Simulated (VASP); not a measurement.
A run of VASP 6.6.1 is set up as follows.

POSCAR

```
WF2
1.0
    4.8088704084      0.0000000000      0.0000000000
    0.0000000000      4.8088704084      0.0000000000
    0.0000000000      0.0000000000      4.1345516846
W F
2 4
Direct
    0.0000000000      0.0000000000      0.0000000000
    0.5000000000      0.5000000000      0.5000000000
    0.3140090322      0.3140090322      0.0000000000
    0.6859909678      0.6859909678      0.0000000000
    0.8140090322      0.1859909678      0.5000000000
    0.1859909678      0.8140090322      0.5000000000
```

INCAR.step1

```
PREC = Accurate
ENCUT = 520
ISMEAR = 0
SIGMA = 0.02
LREAL = F
LASPH = T
NELM = 150
ISPIN = 2
MAGMOM = 1.18 1.18 0 0 0 0
LMAXMIX = 4
LDAU = T
LDAUTYPE = 2
LDAUL = 2 -1
LDAUU = 6.2 0
LDAUJ = 0 0
NBANDS = 41
GGA = PE
ALGO = Normal
EDIFF = 1E-4
LWAVE = T
LCHARG = F
```

INCAR.step2

```
PREC = Accurate
ENCUT = 520
EDIFF = 1E-6
ISMEAR = 0
SIGMA = 0.02
LREAL = F
LASPH = T
NELM = 150
ALGO = Normal
ISIF = 2
LWAVE = F
LCHARG = T
ISPIN = 2
MAGMOM = 1.18 1.18 0 0 0 0
LORBIT = 11
LMAXMIX = 4
LDAU = T
LDAUTYPE = 2
LDAUL = 2 -1
LDAUU = 6.2 0
LDAUJ = 0 0
LDAUPRINT = 1
METAGGA = R2SCAN
LMIXTAU = T
LELF = T
LVHAR = T
NBANDS = 41
ISTART = 1
```

The input KPOINTS:

```
Automatic mesh
0
Gamma
  6 6 8
```

Potentials or basis: VASP PAW PBE potentials, release 64 (W_sv, F).

Command:

```sh
$ cat potpaw_PBE.64/W_sv/POTCAR potpaw_PBE.64/F/POTCAR > POTCAR
$ cp INCAR.step1 INCAR
$ mpirun -np 1 vasp_std > vasp.out
$ cp INCAR.step2 INCAR
$ mpirun -np 1 vasp_std > vasp.out
```

Predict the pressure.

-0.6 GPa.

Estimate the band gap on the k mesh.

0.28 eV.

Predict the largest force.

0.291 eV/Å.

Stress tensor (GPa, compression positive):
```
 0.05  0.00  0.00
 0.00  0.05  0.00
 0.00  0.00 -1.89
```

Caveat: the PAW data sets were made with another functional, which shifts forces and pressure a little; spin-orbit coupling is left out, which moves the levels of the heavy elements. A k mesh can miss the band edges.
